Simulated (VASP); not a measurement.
# Si17Ge7: single point with r2SCAN

Crystal: Si17Ge7.

```
Si Ge
1.0
    -5.50549   -5.43210    0.03571
    -0.03606    5.43244    5.50546
    -5.52756    5.48989   -5.52685
Si Ge
17 7
Cartesian
  -2.7517 -2.6884 0.0147
  -5.5545 5.4764 -5.5468
  -5.5365 2.7657 -2.7679
  -2.7641 2.7363 -0.0152
  -2.7624 -0.0367 2.7816
  -8.3023 2.7633 0.0184
  -5.5273 5.4374 0.0247
  -5.5467 2.7325 2.7914
  -6.9066 4.1332 -4.1354
  -6.9094 1.4414 -1.3681
  -4.1652 4.0856 -1.3636
  -1.4280 4.0938 1.3531
  -9.6625 4.1521 -1.3397
  -6.8967 4.0788 1.3955
  -4.1898 6.8502 1.3585
  -4.1331 -1.3604 -1.3649
  -6.8744 -4.0439 -1.3312
  -8.2649 0.0161 -2.7230
  -5.5445 0.0140 -0.0043
  -11.0559 2.8099 -2.7344
  -2.8061 5.4686 2.7455
  -9.6637 1.4118 -4.1516
  -4.1253 1.3809 1.4186
  -6.9273 6.8196 -1.3510
```

```yaml
Program: VASP 6.6.1
Task: single point
Functional: r2SCAN
Potentials_or_basis: VASP PAW PBE potentials, release 64 (Si, Ge_d)
Cutoff: 520 eV
k_mesh: 2 × 2 × 2, shifted
Occupations: gaussian, width 0.1 eV
Spin: no spin polarisation
Dipole_correction: no
Further_INCAR_settings: LREAL = Auto; ALGO = Normal; EDIFF = 1e-07; NBANDS = 101; ISYM = 0
```

The pressure is -0.1 GPa. The largest force is 0.041 eV/Å and the band gap on the k mesh is 1.00 eV, indirect (least direct gap 1.35 eV).

Forces on the atoms (eV/Å):
```
Si  -0.011 -0.003  0.000
Si  -0.022 -0.010 -0.025
Si   0.008 -0.010 -0.003
Si   0.007  0.007 -0.014
Si  -0.017 -0.023 -0.022
Si   0.000  0.002  0.015
Si   0.029 -0.013  0.023
Si  -0.016  0.008  0.015
Si   0.003  0.005  0.007
Si  -0.002  0.005 -0.002
Si   0.005 -0.006  0.003
Si  -0.009 -0.002  0.000
Si   0.030  0.012  0.025
Si  -0.007 -0.007 -0.010
Si  -0.013  0.022 -0.008
Si  -0.002 -0.005 -0.002
Si   0.015  0.014  0.018
Ge   0.017 -0.024  0.013
Ge  -0.005  0.008 -0.018
Ge  -0.008 -0.014 -0.027
Ge   0.002 -0.013 -0.003
Ge  -0.008  0.040 -0.004
Ge   0.009 -0.008  0.009
Ge  -0.005  0.016  0.009
```

Stress tensor (GPa, compression positive):
```
-0.08  0.02  0.06
 0.02 -0.09  0.01
 0.06  0.01 -0.07
```

Levels at points of the mesh, in eV from the valence-band top:
```
           k point  band 79  band 80  band 81  band 82  band 83  band 84  band 85  band 86  band 87  band 88
(0.25, 0.25, 0.25)    -1.27    -1.22    -1.15    -0.70    -0.59     1.83     2.26     2.52     2.75     2.84
```

It took 20 min on 1 thread of Intel Xeon 6975P-C, with other jobs on the host, peak memory 0.66 GiB.

Caveat: the PAW data sets were made with another functional, which shifts forces and pressure a little. A k mesh can miss the band edges.
